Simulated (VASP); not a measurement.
# Be (P1) in VASP: notebook

Be is run at these levels: PBE; tasks: single point.

All numbers are computed with VASP 6.6.1; they aren't measurements. Logs are shortened: lines on timing, memory, paths and dates and some standing lists are left out, and cuts for length are marked.

### 1 The cell of the first run

The typed cell holds 36 atoms: a = 7.092 Å, b = 7.092 Å, c = 7.409 Å, α = 90.00°, β = 90.00°, γ = 120.00°.

### 2 Single point, PBE

Contents of INCAR:

```
PREC = Accurate ; ENCUT = 520
EDIFF = 1E-6 ; ISMEAR = -1
SIGMA = 0.36 ; LREAL = Auto
LASPH = T ; NELM = 100
ALGO = Normal ; ISIF = 2
LWAVE = F ; LCHARG = F
GGA = PE ; NBANDS = 60
```

Contents of KPOINTS:

```
regular mesh
0
Gamma
  2 2 2
```

Contents of POSCAR:

```
Be
1.0
    7.0917640000      0.0000000000      0.0000000000
   -3.5458820000      6.1416480000      0.0000000000
    0.0000000000      0.0000000000      7.4085300000
Be
36
Direct
   -0.0334671365     -0.0317667180     -0.0322466130
    0.1484266464      0.2767172590      0.2692301982
    0.0111644946      0.0201574561      0.4509261621
    0.0848286514      0.2038377973      0.7340727513
    0.0316753484      0.3179276963      0.0372813500
    0.1096938336      0.5041969191      0.2542744647
   -0.0213939051      0.3234962342      0.5252458990
    0.1060438912      0.5042294837      0.7489070031
   -0.0179159672      0.7000075550     -0.0045758065
    0.1340976267      0.9310204688      0.2408709960
    0.0233890853      0.6995353690      0.5268791515
    0.1580658232      0.9720192365      0.7808836571
    0.3939581477      0.0353813830      0.0413037404
    0.3995658239      0.2065569372      0.3126666154
    0.3963090570      0.0350068907      0.5255428540
    0.4594655670      0.2339111587      0.7434133357
    0.3204556184      0.3325817435     -0.0539918175
    0.4509478594      0.5601753796      0.2507245027
    0.3290433774      0.3232194356      0.5148119802
    0.3940718228      0.5772229213      0.7296724181
    0.3001908760      0.6370439986      0.0855230390
    0.4251216771      0.8580270312      0.2255778137
    0.3505317582      0.5849570018      0.4649910306
    0.4279893875      0.9073623236      0.7438317723
    0.6810207752     -0.0248630335      0.0092326008
    0.8500998319      0.2417754974      0.2341760106
    0.6649245292      0.0613353289      0.4732382807
    0.7583808066      0.2243046166      0.7152296070
    0.6128146134      0.3203537552     -0.0246877586
    0.7114381358      0.5136243562      0.2356202917
    0.6874048056      0.3464053948      0.5080495051
    0.7459249477      0.5309324142      0.7615005946
    0.6744705606      0.6485230023     -0.0017547341
    0.8184277894      0.9516663931      0.2202191258
    0.6251512339      0.6091361797      0.4969001948
    0.7555567716      0.9219512418      0.7306712668
```

Potentials or basis: VASP PAW PBE potentials, release 64 (Be).

Started as:

```console
$ cat potpaw_PBE.64/Be/POTCAR > POTCAR
$ mpirun -np 1 vasp_std > vasp.out
```

OUTCAR:

```text
PREC = Accurate
   ENCUT = 520
   EDIFF = 1E-6
   ISMEAR = -1
   LREAL = Auto
   LASPH = T
   NELM = 100
   ISIF = 2
   GGA = PE

 ion  position               nearest neighbor table
   1  0.967  0.968  0.968-  12 1.93   9 1.97  25 2.07  34 2.12  33 2.19  36 2.22   4 2.26   5 2.34

   2  0.148  0.277  0.269-   6 1.77   5 1.99  26 2.02   3 2.07  18 2.09  14 2.10  19 2.15  34 2.35
                             7 2.36
   3  0.011  0.020  0.451-  10 2.03   2 2.07  34 2.09  19 2.25   7 2.34   4 2.39  11 2.39
   4  0.085  0.204  0.734-  12 1.99   8 2.06   7 2.08  17 2.14  36 2.19  19 2.21   1 2.26   3 2.39

   5  0.032  0.318  0.037-  26 1.84   6 1.98   2 1.99  17 2.11  21 2.14   1 2.34
   6  0.110  0.504  0.254-  21 1.73   2 1.77  26 1.86   5 1.98  23 2.17  18 2.25   7 2.31
   7  0.979  0.323  0.525-  28 1.95   8 2.01   4 2.08  27 2.10  31 2.15  26 2.30   6 2.31   3 2.34
                             2 2.36
   8  0.106  0.504  0.749-  20 1.84   7 2.01   4 2.06  28 2.28
   9  0.982  0.700  0.995-   1 1.97  33 2.02  32 2.29  10 2.32  12 2.32
  10  0.134  0.931  0.241-  14 1.99   3 2.03  13 2.18  34 2.32   9 2.32  22 2.37
  11  0.023  0.700  0.527-   3 2.39
  12  0.158  0.972  0.781-   1 1.93   4 1.99  16 2.03  24 2.20   9 2.32
  13  0.394  0.035  0.041-  29 1.90  22 1.94  10 2.18  25 2.29  14 2.34
  14  0.400  0.207  0.313-  19 1.90  15 1.98  10 1.99   2 2.10  30 2.27  31 2.29  13 2.34
  15  0.396  0.035  0.526-  27 1.86  24 1.92  14 1.98  16 2.04  31 2.14  19 2.32
  16  0.459  0.234  0.743-  29 1.96  12 2.03  15 2.04  32 2.07  17 2.10  28 2.16  19 2.17  24 2.21
                            31 2.24
  17  0.320  0.333  0.946-  16 2.10   5 2.11  29 2.13   4 2.14  20 2.22
  18  0.451  0.560  0.251-  23 1.78  21 1.88  30 2.04   2 2.09  35 2.13  22 2.22   6 2.25  33 2.33

  19  0.329  0.323  0.515-  23 1.82  14 1.90  35 2.07   2 2.15  16 2.17   4 2.21   3 2.25  20 2.27
                            15 2.32
  20  0.394  0.577  0.730-   8 1.84  23 1.99  17 2.22  24 2.23  19 2.27  35 2.31
  21  0.300  0.637  0.086-  22 1.71   6 1.73  18 1.88   5 2.14
  22  0.425  0.858  0.226-  21 1.71  13 1.94  18 2.22  25 2.25  10 2.37
  23  0.351  0.585  0.465-  18 1.78  19 1.82  35 1.88  20 1.99   6 2.17
  24  0.428  0.907  0.744-  15 1.92  12 2.20  16 2.21  20 2.23  36 2.28  28 2.31
  25  0.681  0.975  0.009-  34 1.89   1 2.07  36 2.21  22 2.25  13 2.29  33 2.29  26 2.35
  26  0.850  0.242  0.234-   5 1.84   6 1.86  34 1.96   2 2.02  27 2.20   7 2.30  25 2.35
  27  0.665  0.061  0.473-  15 1.86  31 1.96  28 2.06   7 2.10  26 2.20  36 2.38
  28  0.758  0.224  0.715-  31 1.95   7 1.95  27 2.06  36 2.14  16 2.16  32 2.25   8 2.28  24 2.31

  29  0.613  0.320  0.975-  13 1.90  16 1.96  32 2.05  17 2.13  33 2.15  30 2.26
  30  0.711  0.514  0.236-  18 2.04  33 2.08  35 2.23  29 2.26  14 2.27  31 2.30
  31  0.687  0.346  0.508-  28 1.95  27 1.96  35 2.12  15 2.14   7 2.15  32 2.21  16 2.24  14 2.29
                            30 2.30
  32  0.746  0.531  0.762-  29 2.05  16 2.07  33 2.11  31 2.21  28 2.25   9 2.29  35 2.31
  33  0.674  0.649  0.998-   9 2.02  30 2.08  32 2.11  29 2.15   1 2.19  25 2.29  18 2.33
  34  0.818  0.952  0.220-  25 1.89  26 1.96   3 2.09   1 2.12  10 2.32   2 2.35
  35  0.625  0.609  0.497-  23 1.88  19 2.07  31 2.12  18 2.13  30 2.23  20 2.31  32 2.31
  36  0.756  0.922  0.731-  28 2.14   4 2.19  25 2.21   1 2.22  24 2.28  27 2.38

  LATTYP: Found a hexagonal cell.
 ALAT       =     7.0917640000
 C/A-ratio  =     1.0446667430

  Lattice vectors:

 A1 = (   7.0917640000,   0.0000000000,   0.0000000000)
 A2 = (  -3.5458820000,   6.1416480000,   0.0000000000)
 A3 = (   0.0000000000,   0.0000000000,   7.4085300000)

Analysis of symmetry for initial positions (statically):
=====================================================================
 Subroutine PRICEL returns:
 Original cell was already a primitive cell.

 Routine SETGRP: Setting up the symmetry group for a
 hexagonal supercell.

 Subroutine GETGRP returns: Found  1 space group operations
 (whereof  1 operations were pure point group operations)
 out of a pool of 24 trial point group operations.

The static configuration has the point symmetry C_1 .

Analysis of symmetry for dynamics (positions and initial velocities):
=====================================================================
 Subroutine PRICEL returns:
 Original cell was already a primitive cell.

 Routine SETGRP: Setting up the symmetry group for a
 hexagonal supercell.

 Subroutine GETGRP returns: Found  1 space group operations
 (whereof  1 operations were pure point group operations)
 out of a pool of 24 trial point group operations.

The dynamic configuration has the point symmetry C_1 .

 Subroutine INISYM returns: Found  1 space group operations
[... 102 lines left out ...]
 Generating k-lattice:

  Cartesian coordinates                     Fractional coordinates (reciprocal lattice)
     0.070504320  0.040705687  0.000000000     0.500000000 -0.000000000  0.000000000
     0.000000000  0.081411374  0.000000000     0.000000000  0.500000000  0.000000000
     0.000000000  0.000000000  0.067489772     0.000000000  0.000000000  0.500000000

  Length of vectors
     0.081411376  0.081411374  0.067489772

  Shift w.r.t. Gamma in fractional coordinates (k-lattice)
     0.000000000  0.000000000  0.000000000

 Subroutine IBZKPT returns following result:
 ===========================================

 Found      8 irreducible k-points:

 Following reciprocal coordinates:
            Coordinates               Weight
  0.000000  0.000000  0.000000      1.000000
  0.500000  0.000000  0.000000      1.000000
  0.000000  0.500000  0.000000      1.000000
  0.500000  0.500000  0.000000      1.000000
  0.000000  0.000000  0.500000      1.000000
  0.500000  0.000000  0.500000      1.000000
  0.000000  0.500000  0.500000      1.000000
  0.500000  0.500000  0.500000      1.000000
   k-points           NKPTS =      8   k-points in BZ     NKDIM =      8   number of bands    NBANDS=     60
   number of dos      NEDOS =    301   number of ions     NIONS =     36
   total plane-waves  NPLWV = 163296
   dimension x,y,z NGX =    54 NGY =   54 NGZ =   56
   dimension x,y,z NGXF=   108 NGYF=  108 NGZF=  112
   ions per type =              36
   NGX,Y,Z   is equivalent  to a cutoff of  12.66, 12.66, 12.57 a.u.
   NGXF,Y,Z  is equivalent  to a cutoff of  25.32, 25.32, 25.13 a.u.
 SYSTEM =  unknown system
   PREC   = accura    normal or accurate (medium, high low for compatibility)
   ISTART =      0    job   : 0-new  1-cont  2-samecut
   ICHARG =      2    charge: 1-file 2-atom 10-const
   ISPIN  =      1    spin polarized calculation?
   LNONCOLLINEAR =      F non collinear calculations
   LSORBIT =      F    spin-orbit coupling
   LASPH  =      T    aspherical Exc in radial PAW
   ENCUT  =  520.0 eV  38.22 Ry    6.18 a.u.  13.19 13.19 13.77*2*pi/ulx,y,z
   NELM   =    100;   NELMIN=  2; NELMDL= -5     # of ELM steps
   EDIFF  = 0.1E-05   stopping-criterion for ELM
   LREAL  =      T    real-space projection
   EDIFFG = 0.1E-04   stopping-criterion for IOM
   NSW    =      0    number of steps for IOM
   IBRION =     -1    ionic relax: 0-MD 1-quasi-New 2-CG
   NFREE  =      0    steps in history (QN), initial steepest desc. (CG)
   ISIF   =      2    stress and relaxation
   ISYM   =      2    0-nonsym 1-usesym 2-fastsym
   POTIM  = 0.5000    time-step for ionic-motion
   TEBEG  =    0.0;   TEEND  =   0.0 temperature during run
   PSTRESS=    0.0 pullay stress
   NELECT =      72.0000    total number of electrons
   NUPDOWN=      -1.0000    fix difference up-down
   EMIN   =  10.00;   EMAX   =-10.00  energy-range for DOS
   EFERMI =   0.00;   METHOD = LEGACY
   ISMEAR =    -1;   SIGMA  =   0.36  broadening in eV -4-tet -1-fermi 0-gaus
   EFERMI_NEDOS =   21; number of points for ismear=-14 and -15
   IALGO  =     38    algorithm
   IMIX   =      4    mixing-type and parameters
     AMIX     =   0.40;   BMIX     =  1.00
     AMIX_MAG =   1.60;   BMIX_MAG =  1.00
  volume/ion in A,a.u.               =       8.96        60.49
  Fermi-wavevector in a.u.,A,eV,Ry     =   0.992953  1.876409 13.414734  0.985955
  Thomas-Fermi vector in A             =   2.124801
   LORBIT       =      0    0 simple, 1 ext, 2 COOP (PROOUT), +10 PAW based schemes
   GGA     = PE    functional components
   LHFCALC =     F    Hartree Fock is set to
   AEXX    =    0.0000 exact exchange contribution
   IVDW    =     0    specifies the selected vdW correction
   LEPSILON=     F    determine dielectric tensor
   LRPA    =     F    only Hartree local field effects (RPA)
 non-spin polarized calculation
  energy-cutoff  :      520.00
  volume of cell :      322.68
 maximum number of plane-waves:      8704
 NGX is ok and might be reduce to    54
   NGX = 27   NGY = 27   NGZ = 27

 number of electron      72.0000000 magnetization

 Free energy of the ion-electron system (eV)
  ---------------------------------------------------
  ext. energy  EPLUGINS =         0.00000000
  ---------------------------------------------------
  free energy    TOTEN  =      -118.65993217 eV

  energy without entropy =     -115.73035949  energy(sigma->0) =     -117.19514583

 E-fermi :   5.6154     XC(G=0): -10.1033

 val. band max:        5.5564290497   @ k =   0.0000   0.0000   0.0000
 cond. band min:       5.6465096640   @ k =   0.0000   0.0000   0.5000
 fundamental gap:      0.0900806143
 Fermi energy:         5.6153621039

 k-point     1 :       0.0000    0.0000    0.0000
  band No.  band energies     occupation
      1      -4.8885      2.00000
      2      -3.1824      2.00000
      3      -2.8824      2.00000
      4      -2.3280      2.00000
      5      -2.2213      2.00000
      6      -1.8960      2.00000
[... 397 lines left out ...]
     47       8.1204      0.00190
     48       8.3197      0.00109
 [bands above 48 left out]

------------------------ aborting loop because EDIFF is reached ----------------------------------------

  FORCE on cell =-STRESS in cart. coord.  units (eV):
  Direction    XX          YY          ZZ          XY          YZ          ZX
  --------------------------------------------------------------------------------------
  -------------------------------------------------------------------------------------
  Total       10.6645484      8.2441714     10.7676368     -2.7226949     -3.3846556     -0.7923933
  in kB       52.9519321     40.9342045     53.4637896    -13.5188055    -16.8055926     -3.9344147
  external PRESSURE =      49.1166421 kB  Pullay stress =       0.0000000 kB

 VOLUME and BASIS-vectors are now :
 -----------------------------------------------------------------------------
  energy-cutoff  :      520.00
  volume of cell :      322.68
      direct lattice vectors                 reciprocal lattice vectors
     7.091764000  0.000000000  0.000000000     0.141008640  0.081411374  0.000000000
    -3.545882000  6.141648000  0.000000000     0.000000000  0.162822747  0.000000000
     0.000000000  0.000000000  7.408530000     0.000000000  0.000000000  0.134979544

 POSITION                                       TOTAL-FORCE (eV/Angst)
 -----------------------------------------------------------------------------------
      3.42118      5.94655      7.16963        -0.601903      1.494959      0.621595
      0.07140      1.69950      1.99460         1.515352     -2.251962      0.279795
      0.00770      0.12380      3.34070         0.057735     -0.149350      1.926868
     -0.12120      1.25190      5.43840        -0.447201      0.387449      0.452337
     -0.90270      1.95260      0.27620        -0.216288     -0.032491     -2.788111
     -1.00990      3.09660      1.88380        -2.718246      3.158319      2.653243
[... 28 lines left out ...]
      2.27350      3.74110      3.68130         1.704858      1.222881      0.505020
      2.08910      5.66230      5.41320         0.704518     -1.355589     -0.396742
 -----------------------------------------------------------------------------------
    total drift:                                0.000313      0.001156     -0.000609

  FREE ENERGIE OF THE ION-ELECTRON SYSTEM (eV)
  ---------------------------------------------------
  free  energy   TOTEN  =      -118.6599321686 eV

  energy  without entropy=     -115.7303594945  energy(sigma->0) =     -117.19514583
```

Wall time 6 min (1 thread of AMD EPYC 7R13 (Zen 3), shared host); peak memory 0.39 GiB.

Results:

```yaml
Free_energy: -118.6599 eV
Pressure: 4.9 GPa
Largest_force: 7.097 eV/Å
Band_gap_on_the_k_mesh: zero (band 36 reaches 5.70 eV, above the bottom of band 37 at 5.31 eV)
```

Forces on the atoms (eV/Å):
```
Be  -0.602  1.495  0.622
Be   1.515 -2.252  0.280
Be   0.058 -0.149  1.927
Be  -0.447  0.387  0.452
Be  -0.216 -0.032 -2.788
Be  -2.718  3.158  2.653
Be   1.028  0.371 -2.075
Be  -2.244  1.193  1.146
Be   1.946 -1.487  0.182
Be  -0.204 -1.183 -0.308
Be  -0.191 -0.333 -0.402
Be   0.989 -1.325 -1.318
Be  -1.698 -1.073 -1.022
Be   2.018  0.254 -2.306
Be  -3.155 -0.733 -0.494
Be  -0.200  0.126  0.036
Be   0.052 -0.133  1.042
Be   1.761 -0.419 -1.460
Be   0.002 -1.425  1.439
Be   3.460  0.102  0.547
Be   0.575 -0.509 -7.056
Be   0.684  2.584  4.303
Be  -4.871  2.633  1.133
Be   0.843 -1.108  1.087
Be  -2.105  0.553 -1.422
Be  -3.641 -1.396  1.571
Be   2.185 -1.856 -0.732
Be   0.073 -0.329  2.295
Be   2.149  1.839  1.089
Be   1.778  0.194  0.498
Be  -0.934  1.113 -1.323
Be   0.548  0.906 -1.010
Be  -1.879  0.684  0.069
Be   1.031 -1.716  1.238
Be   1.705  1.223  0.505
Be   0.705 -1.356 -0.397
```

Stress tensor (GPa, compression positive):
```
 5.30 -1.35 -0.39
-1.35  4.09 -1.68
-0.39 -1.68  5.35
```

Caveat: the k points lie up to 0.51 Å⁻¹ apart; forces of over 1 eV/Å act on the atoms, so gaps and moduli don't describe the material at rest.

(Part 1 of 2 ends here.)
